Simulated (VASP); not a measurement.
# Pb (P6/mmm) in VASP: a series of runs

Runs on Pb. Level: LDA. Tasks: relaxation of cell and atoms, single point.

Everything below comes from runs of VASP 6.6.1. Logs are shortened: lines on timing, memory, paths and dates and some standing lists are left out, and cuts for length are marked.

### Step 1. The cell of the first run

The structure is hexagonal, space group P6/mmm (No. 191). The conventional cell has a = 4.872 Å, b = 4.872 Å, c = 3.021 Å, α = 90.00°, β = 90.00°, γ = 120.00°. Pb (site symmetry 6/mmm) has 14 Pb at 3.02 to 3.19 Å within 4.0 Å. Pb (site symmetry -6m2) has 11 Pb at 2.81 to 3.19 Å within 3.7 Å.

This isn't the form of Pb at room conditions, which is fcc.

### Step 2. Relaxation of cell and atoms, LDA, target pressure 41 GPa, at which the enthalpy is minimised

Contents of INCAR:

```
SYSTEM = Pb
ALGO     = Normal         ! electronic algorithm
EDIFF    = 1E-7           ! SCF threshold, eV
EDIFFG   = -0.005         ! ionic threshold
ENCUT    = 600            ! plane-wave cutoff, eV
GGA      = CA             ! functional
IBRION   = 2              ! ionic algorithm
ISIF     = 3              ! what is computed and relaxed
ISMEAR   = -1             ! smearing method
LASPH    = .TRUE.         ! aspherical terms in the spheres
LCHARG   = .FALSE.        ! write CHGCAR
LREAL    = .FALSE.        ! projectors in reciprocal space
LWAVE    = .FALSE.        ! write WAVECAR
NELM     = 80             ! most SCF steps
NSW      = 60             ! ionic steps
PREC     = Accurate       ! precision mode
PSTRESS  = 410.0        
SIGMA    = 0.1            ! smearing width, eV
```

Contents of KPOINTS:

```
k-points
0
G
  8 8 10
  0 0 0
```

Contents of POSCAR:

```
Pb
1.0
    4.8721151512      0.0000000000      0.0000000000
   -2.4360575756      4.2193754911      0.0000000000
    0.0000000000      0.0000000000      3.0207113938
Pb
3
Direct
    0.0000000000      0.0000000000      0.0000000000
    0.3333333333      0.6666666667      0.5000000000
    0.6666666667      0.3333333333      0.5000000000
```

Potentials or basis: VASP PAW LDA potentials, release 64 (Pb_d).

On the command line:

```sh
cat potpaw_LDA.64/Pb_d/POTCAR > POTCAR
mpirun -np 1 vasp_std > vasp.out
```

OUTCAR:

```text
SYSTEM = Pb
   EDIFF = 1E-7
   EDIFFG = -0.005
   ENCUT = 600
   GGA = CA
   IBRION = 2
   ISIF = 3
   ISMEAR = -1
   LASPH = .TRUE.
   LREAL = .FALSE.
   NELM = 80
   NSW = 60
   PREC = Accurate
   PSTRESS = 410.0

 ion  position               nearest neighbor table
   1  0.000  0.000  0.000-   2 3.19   3 3.19   2 3.19   3 3.19   2 3.19   2 3.19   3 3.19   3 3.19
                             3 3.19   3 3.19   2 3.19   2 3.19
   2  0.333  0.667  0.500-   3 2.81   3 2.81   3 2.81   1 3.19   1 3.19   1 3.19   1 3.19   1 3.19
                             1 3.19   3 4.13   3 4.13   3 4.13   3 4.13   3 4.13   3 4.13
   3  0.667  0.333  0.500-   2 2.81   2 2.81   2 2.81   1 3.19   1 3.19   1 3.19   1 3.19   1 3.19
                             1 3.19   2 4.13   2 4.13   2 4.13   2 4.13   2 4.13   2 4.13

  LATTYP: Found a hexagonal cell.
 ALAT       =     4.8721151512
 C/A-ratio  =     0.6200000000

  Lattice vectors:

 A1 = (   4.8721151512,   0.0000000000,   0.0000000000)
 A2 = (  -2.4360575756,   4.2193754911,   0.0000000000)
 A3 = (   0.0000000000,   0.0000000000,   3.0207113938)

Analysis of symmetry for initial positions (statically):
=====================================================================
 Subroutine PRICEL returns:
 Original cell was already a primitive cell.

 Routine SETGRP: Setting up the symmetry group for a
 hexagonal supercell.

 Subroutine GETGRP returns: Found 24 space group operations
 (whereof 24 operations were pure point group operations)
 out of a pool of 24 trial point group operations.

The static configuration has the point symmetry D_6h.

Analysis of symmetry for dynamics (positions and initial velocities):
=====================================================================
 Subroutine PRICEL returns:
 Original cell was already a primitive cell.

 Routine SETGRP: Setting up the symmetry group for a
 hexagonal supercell.

 Subroutine GETGRP returns: Found 24 space group operations
 (whereof 24 operations were pure point group operations)
 out of a pool of 24 trial point group operations.

The dynamic configuration has the point symmetry D_6h.

 Subroutine INISYM returns: Found 24 space group operations
 (whereof 24 operations are pure point group operations),
 and found     1 'primitive' translations

----------------------------------------------------------------------------------------

                                     Primitive cell

  volume of cell :      62.0976

  direct lattice vectors                    reciprocal lattice vectors
     4.872115151  0.000000000  0.000000000     0.205249664  0.118500949  0.000000000
    -2.436057576  4.219375491  0.000000000     0.000000000  0.237001898  0.000000000
     0.000000000  0.000000000  3.020711394     0.000000000  0.000000000  0.331047846

  length of vectors
     4.872115151  4.872115151  3.020711394     0.237001898  0.237001898  0.331047846

  position of ions in fractional coordinates (direct lattice)
     0.000000000  0.000000000  0.000000000
     0.333333333  0.666666667  0.500000000
     0.666666667  0.333333333  0.500000000

  ion indices of the primitive-cell ions
   primitive index   ion index
                 1           1
                 2           2
                 3           3

----------------------------------------------------------------------------------------

 KPOINTS: k-points

Automatic generation of k-mesh.
 Grid dimensions read from file:
 generate k-points for:    8    8   10

 Generating k-lattice:

  Cartesian coordinates                     Fractional coordinates (reciprocal lattice)
     0.025656208  0.014812619  0.000000000     0.125000000  0.000000000  0.000000000
     0.000000000  0.029625237  0.000000000     0.000000000  0.125000000  0.000000000
     0.000000000  0.000000000  0.033104785     0.000000000  0.000000000  0.100000000

  Length of vectors
     0.029625237  0.029625237  0.033104785

  Shift w.r.t. Gamma in fractional coordinates (k-lattice)
     0.000000000  0.000000000  0.000000000

 Subroutine IBZKPT returns following result:
 ===========================================

 Found     60 irreducible k-points:

 Following reciprocal coordinates:
            Coordinates               Weight
  0.000000  0.000000  0.000000      1.000000
  0.125000 -0.000000  0.000000      6.000000
  0.250000 -0.000000  0.000000      6.000000
  0.375000 -0.000000  0.000000      6.000000
  0.500000 -0.000000  0.000000      3.000000
  0.125000  0.125000  0.000000      6.000000
[... 16 lines left out ...]
  0.250000 -0.000000  0.200000     12.000000
  0.375000 -0.000000  0.200000     12.000000
 [... further k-points ...]
   k-points           NKPTS =     60   k-points in BZ     NKDIM =     60   number of bands    NBANDS=     25
   number of dos      NEDOS =    301   number of ions     NIONS =      3
   total plane-waves  NPLWV =  38400
   dimension x,y,z NGX =    40 NGY =   40 NGZ =   24
   dimension x,y,z NGXF=    80 NGYF=   80 NGZF=   48
[... 26 lines left out ...]
   EMIN   =  10.00;   EMAX   =-10.00  energy-range for DOS
   EFERMI =   0.00;   METHOD = LEGACY
   ISMEAR =    -1;   SIGMA  =   0.10  broadening in eV -4-tet -1-fermi 0-gaus
   EFERMI_NEDOS =   21; number of points for ismear=-14 and -15
   IALGO  =     38    algorithm
   IMIX   =      4    mixing-type and parameters
     AMIX     =   0.40;   BMIX     =  1.00
     AMIX_MAG =   1.60;   BMIX_MAG =  1.00
  volume/ion in A,a.u.               =      20.70       139.69
  Fermi-wavevector in a.u.,A,eV,Ry     =   1.437031  2.715596 28.096839  2.065059
  Thomas-Fermi vector in A             =   2.556154
   LORBIT       =      0    0 simple, 1 ext, 2 COOP (PROOUT), +10 PAW based schemes
   GGA     = CA    functional components
   LHFCALC =     F    Hartree Fock is set to
   AEXX    =    0.0000 exact exchange contribution
   IVDW    =     0    specifies the selected vdW correction
   LEPSILON=     F    determine dielectric tensor
   LRPA    =     F    only Hartree local field effects (RPA)
 conjugate gradient relaxation of ions
 non-spin polarized calculation
  energy-cutoff  :      600.00
  volume of cell :       62.10
 maximum number of plane-waves:      2101
 NGX is ok and might be reduce to    40

--------------------------------------- Ionic step        1  -------------------------------------------

 number of electron      42.0000006 magnetization

 Free energy of the ion-electron system (eV)
  ---------------------------------------------------
  ext. energy  EPLUGINS =         0.00000000
  ---------------------------------------------------
  free energy    TOTEN  =       -10.21828260 eV

  energy without entropy =      -10.17609991  energy(sigma->0) =      -10.19719125

------------------------ aborting loop because EDIFF is reached ----------------------------------------

  FORCE on cell =-STRESS in cart. coord.  units (eV):
  Direction    XX          YY          ZZ          XY          YZ          ZX
  --------------------------------------------------------------------------------------
  -------------------------------------------------------------------------------------
  Total       17.5312260     17.5312260     13.6290758      0.0000000     -0.0000000      0.0000000
  in kB      452.3222146    452.3222146    351.6430474      0.0000000     -0.0000000      0.0000000
  external PRESSURE =       8.7624922 kB  Pullay stress =     410.0000000 kB
[... 96 lines left out ...]
  FREE ENERGIE OF THE ION-ELECTRON SYSTEM (eV)
  ---------------------------------------------------
  free  energy   TOTEN  =       -10.4774928652 eV

  energy  without entropy=      -10.4435656733  energy(sigma->0) =      -10.46052927

  enthalpy is  TOTEN    =         5.6045577765 eV   P V=       16.0820506417

[... ionic steps 4 to 8 ...]

--------------------------------------- Ionic step        9  -------------------------------------------

 number of electron      42.0000000 magnetization

------------------------ aborting loop because EDIFF is reached ----------------------------------------

  FORCE on cell =-STRESS in cart. coord.  units (eV):
  Direction    XX          YY          ZZ          XY          YZ          ZX
  --------------------------------------------------------------------------------------
  -------------------------------------------------------------------------------------
  Total       15.9455224     15.9455224     15.9521910      0.0000000     -0.0000000      0.0000000
  in kB      410.4566625    410.4566625    410.6283206      0.0000000     -0.0000000      0.0000000
  external PRESSURE =       0.5138818 kB  Pullay stress =     410.0000000 kB
[... 63 lines left out ...]
  enthalpy is  TOTEN    =         5.6005087820 eV   P V=       15.9382698380

--------------------------------------- Ionic step       11  -------------------------------------------

 number of electron      42.0000000 magnetization

 Free energy of the ion-electron system (eV)
  ---------------------------------------------------
  ext. energy  EPLUGINS =         0.00000000
  ---------------------------------------------------
  free energy    TOTEN  =       -10.33069302 eV

  energy without entropy =      -10.29682027  energy(sigma->0) =      -10.31375664

 E-fermi :  12.2547     XC(G=0): -12.3965

 val. band max:       12.2505528872   @ k =   0.1250   0.1250   0.1000
 cond. band min:      12.2676606922   @ k =   0.3750   0.2500   0.2000
 fundamental gap:      0.0171078050
 Fermi energy:        12.2547385607

 k-point     1 :       0.0000    0.0000    0.0000
  band No.  band energies     occupation
      1      -6.1232      2.00000
      2      -5.7372      2.00000
      3      -5.6123      2.00000
      4      -5.4222      2.00000
      5      -5.4222      2.00000
      6      -5.2359      2.00000
[... 661 lines left out ...]
     24      16.7963      0.00000
     25      17.1912      0.00000

 [... further k-points ...]

------------------------ aborting loop because EDIFF is reached ----------------------------------------

  FORCE on cell =-STRESS in cart. coord.  units (eV):
  Direction    XX          YY          ZZ          XY          YZ          ZX
  --------------------------------------------------------------------------------------
  -------------------------------------------------------------------------------------
  Total       15.9304052     15.9304052     15.9296252      0.0000000      0.0000000     -0.0000000
  in kB      409.9797765    409.9797765    409.9597034      0.0000000      0.0000000     -0.0000000
  external PRESSURE =      -0.0269146 kB  Pullay stress =     410.0000000 kB
[... 18 lines left out ...]
  FREE ENERGIE OF THE ION-ELECTRON SYSTEM (eV)
  ---------------------------------------------------
  free  energy   TOTEN  =       -10.3306930223 eV

  energy  without entropy=      -10.2968202651  energy(sigma->0) =      -10.31375664

  enthalpy is  TOTEN    =         5.6004980110 eV   P V=       15.9311910333

 reached required accuracy - stopping structural energy minimisation
```

Run time: 3.9 min. Hardware: 1 thread of Intel Xeon Platinum 8559C (Emerald Rapids), shared host; peak memory 0.22 GiB.

What came out:

```yaml
Free_energy: -10.3307 eV
Relaxed_volume: 20.75 Å³/atom
Relaxed_cell: a = 4.962 Å, b = 4.962 Å, c = 2.920 Å, α = 90.00°, β = 90.00°, γ = 120.00°
Space_group_after_relaxing_to_0.1_Å: P6/mmm (No. 191)
Energy_change_on_relaxing_the_run_minimises_the_enthalpy: -37.5 meV/atom
Ionic_steps: 11
Pressure_after_relaxing: 41.0 GPa
Band_gap_on_the_k_mesh: zero (bands 21 and 22 overlap by 5.26 eV)
```

The path:
```csv
step,energy change (eV),largest force (eV/Å),pressure (GPa),volume (Å³)
1,0.0000,0.0000,41.88,62.10
2,-0.3029,0.0000,38.34,63.04
3,-0.2592,0.0000,38.97,62.84
4,0.3039,0.0000,46.70,60.75
5,-0.1203,0.0000,40.90,62.29
6,-0.1175,0.0000,40.92,62.28
7,-0.1146,0.0000,40.96,62.26
8,-0.1076,0.0000,41.06,62.24
9,-0.1090,0.0000,41.05,62.24
10,-0.1195,0.0000,40.91,62.28
11,-0.1124,0.0000,41.00,62.26
```

Final structure:
```
Pb
1.0
     4.96199    0.00000    0.00000
    -2.48100    4.29721    0.00000
     0.00000    0.00000    2.91966
Pb
3
Direct
  0.00000 0.00000 0.00000
  0.33333 0.66667 0.50000
  0.66667 0.33333 0.50000
```

Caveat: the cell is relaxed towards a set pressure, so the run minimises the enthalpy, not the energy; spin-orbit coupling is left out, which moves the levels of the heavy elements.

### Step 3. Relaxation of cell and atoms, LDA, target pressure 41 GPa, at which the enthalpy is minimised

This run uses another cell than the first one, of the same volume but with other edges.

Contents of INCAR:

```
PREC     = Accurate       # precision mode
ENCUT    = 600            # plane-wave cutoff, eV
EDIFF    = 1E-7           # SCF threshold, eV
ISMEAR   = -1             # smearing method
SIGMA    = 0.1            # smearing width, eV
LREAL    = False          # projectors in reciprocal space
LASPH    = True           # aspherical terms in the spheres
NELM     = 80             # most SCF steps
ALGO     = Normal         # electronic algorithm
ISIF     = 3              # what is computed and relaxed
LWAVE    = False          # write WAVECAR
LCHARG   = False          # write CHGCAR
IBRION   = 2              # ionic algorithm
NSW      = 32             # ionic steps
EDIFFG   = -0.005         # ionic threshold
PSTRESS  = 410.0
```

Contents of KPOINTS:

```
Automatic mesh
0
Gamma
  8 8 10
```

Contents of POSCAR:

```
Pb
1.0
    4.9580588738      0.0000000000      0.0000000000
   -2.4790294369      4.2938049382      0.0000000000
    0.0000000000      0.0000000000      2.9176583677
Pb
3
Direct
    0.0000000000      0.0000000000      0.0000000000
    0.3333333333      0.6666666667      0.5000000000
    0.6666666667      0.3333333333      0.5000000000
```

Potentials or basis: VASP PAW LDA potentials, release 64 (Pb_d).

On the command line:

```sh
cat potpaw_LDA.64/Pb_d/POTCAR > POTCAR
mpirun -np 1 vasp_std > vasp.out
```

Wall time 85 s (1 thread of Intel Xeon Platinum 8559C (Emerald Rapids), shared host); peak memory 0.22 GiB.

The run converged. Its results:

- Free energy: -10.3314 eV
- Relaxed volume: 20.75 Å³/atom
- Relaxed cell: a = 4.962 Å, b = 4.962 Å, c = 2.920 Å, α = 90.00°, β = 90.00°, γ = 120.00°
- Space group after relaxing (to 0.1 Å): P6/mmm (No. 191)
- Energy change on relaxing (the run minimises the enthalpy): -12.3 meV/atom
- Ionic steps: 3
- Pressure after relaxing: 41.0 GPa
- Band gap on the k mesh: zero (bands 21 and 22 overlap by 5.26 eV)

The path:
```csv
step,energy change (eV),largest force (eV/Å),pressure (GPa),volume (Å³)
1,0.0000,0.0000,41.50,62.11
2,-0.1470,0.0000,39.47,62.70
3,-0.0369,0.0000,41.00,62.26
```

Final structure:
```
Pb
1.0
     4.96200    0.00000    0.00000
    -2.48100    4.29722    0.00000
     0.00000    0.00000    2.91974
Pb
3
Direct
  0.00000 0.00000 0.00000
  0.33333 0.66667 0.50000
  0.66667 0.33333 0.50000
```

Levels at points of the mesh, in eV from the Fermi level:
```csv
k point,band 19,band 20,band 21,band 22,band 23,band 24
"(0.00, 0.00, 0.00)",-3.42,-3.42,-3.36,-3.36,4.20,9.59
"(0.50, 0.00, 0.00)",-6.39,1.33,1.33,3.59,3.61,4.79
"(0.00, 0.00, 0.50)",-1.94,-1.75,-1.05,-0.69,-0.69,0.80
"(0.50, 0.00, 0.50)",-5.61,-3.32,-2.49,-1.80,0.43,4.64
```

Caveat: the cell is relaxed towards a set pressure, so the run minimises the enthalpy, not the energy; spin-orbit coupling is left out, which moves the levels of the heavy elements.

### Step 4. Single point, LDA

This run uses another cell than the first one, of the same volume but with other edges.

Contents of INCAR:

```
SYSTEM = Pb
  PREC = Accurate
  ENCUT = 520
  EDIFF = 1E-6
  ISMEAR = -1
  SIGMA = 0.1
  LREAL = .FALSE.
  LASPH = .TRUE.
  NELM = 100
  ALGO = Normal
  ISIF = 2
  LWAVE = .FALSE.
  LCHARG = .TRUE.
  GGA = CA
  LELF = .TRUE.
  LVHAR = .TRUE.
  NBANDS = 28
```

Contents of KPOINTS:

```
regular mesh
0
G
  8 8 10
  0 0 0
```

POSCAR is that of step 3.

On the command line:

```sh
cat potpaw_LDA.64/Pb_d/POTCAR > POTCAR
mpirun -np 1 vasp_std > vasp.out
```

It took 34 s on 1 thread of Intel Xeon 6975P-C (Granite Rapids), shared host; peak memory 0.21 GiB.

It converged, with:

```yaml
Free_energy: -10.2942 eV
Pressure: 41.4 GPa
Band_gap_on_the_k_mesh: zero (bands 21 and 22 overlap by 5.27 eV)
```

Levels at points of the mesh, in eV from the Fermi level:
```csv
k point,band 17,band 18,band 19,band 20,band 21,band 22,band 23,band 24,band 25,band 26
"(0.00, 0.00, 0.00)",-7.60,-7.16,-3.43,-3.43,-3.37,-3.37,4.20,9.60,10.79,10.79
"(0.50, 0.00, 0.00)",-12.60,-8.40,-6.40,1.34,1.34,3.60,3.62,4.80,7.12,7.16
"(0.00, 0.00, 0.50)",-9.01,-3.14,-1.93,-1.75,-1.05,-0.69,-0.69,0.80,0.80,3.07
"(0.50, 0.00, 0.50)",-7.69,-7.32,-5.63,-3.32,-2.49,-1.80,0.43,4.65,5.39,6.29
```

Caveat: the cell stands under pressure; spin-orbit coupling is left out, which moves the levels of the heavy elements.

### Step 5. Single point, LDA

This run uses another cell than the first one, of the same volume but with other edges.

Contents of INCAR:

```
PREC = Accurate
ENCUT = 520
EDIFF = 1E-7
ISMEAR = -1
SIGMA = 0.1
LREAL = F
LASPH = T
NELM = 80
ALGO = Normal
ISIF = 2
LWAVE = F
LCHARG = F
NBANDS = 28
```

Contents of KPOINTS:

```
regular mesh
0
Gamma
  8 8 10
```

POSCAR is that of step 4.

On the command line:

```sh
cat potpaw_LDA.64/Pb_d/POTCAR > POTCAR
mpirun -np 1 vasp_std > vasp.out
```

Run time: 39 s. Hardware: 1 thread of Intel Xeon 6975P-C (Granite Rapids), shared host; peak memory 0.21 GiB.

Results (log left out):

* Free energy: -10.2942 eV
* Pressure: 41.4 GPa
* Band gap on the k mesh: zero (bands 21 and 22 overlap by 5.27 eV)

Levels at points of the mesh, in eV from the Fermi level:
```
           k point  band 19  band 20  band 21  band 22  band 23  band 24
(0.00, 0.00, 0.00)    -3.43    -3.43    -3.37    -3.37     4.20     9.60
(0.50, 0.00, 0.00)    -6.40     1.34     1.34     3.60     3.62     4.80
(0.00, 0.00, 0.50)    -1.93    -1.75    -1.05    -0.69    -0.69     0.80
(0.50, 0.00, 0.50)    -5.63    -3.32    -2.49    -1.80     0.43     4.65
```

Caveat: the cell stands under pressure; spin-orbit coupling is left out, which moves the levels of the heavy elements.

### Step 6. Summary

| task | cell | cutoff (eV) | gap on the mesh (eV) | pressure (GPa) |
| --- | --- | --- | --- | --- |
| relaxation of cell and atoms | relaxed to 41 GPa from a = 4.872, b = 4.872, c = 3.021 Å, angles 90.0, 90.0, 120.0°, 3 atoms | 600 | none | 41.0 |
| relaxation of cell and atoms | relaxed to 41 GPa from a = 4.958, b = 4.958, c = 2.918 Å, angles 90.0, 90.0, 120.0°, 3 atoms | 600 | none | 41.0 |
| single point | a = 4.958, b = 4.958, c = 2.918 Å, angles 90.0, 90.0, 120.0°, 3 atoms | 520 | none | 41.4 |

Alike in all rows: level LDA; potentials or basis VASP PAW LDA potentials, release 64 (Pb_d); no spin polarisation; k mesh 8 × 8 × 10; smearing fermi-dirac 0.1 eV.

Caveats: spin-orbit coupling is left out, which moves the levels of the heavy elements; the cell is relaxed towards a set pressure, so the run minimises the enthalpy, not the energy (at least some runs); the cell stands under pressure (at least some runs).

Total energies depend on the potentials used, so only differences within one code and one set of settings carry meaning.
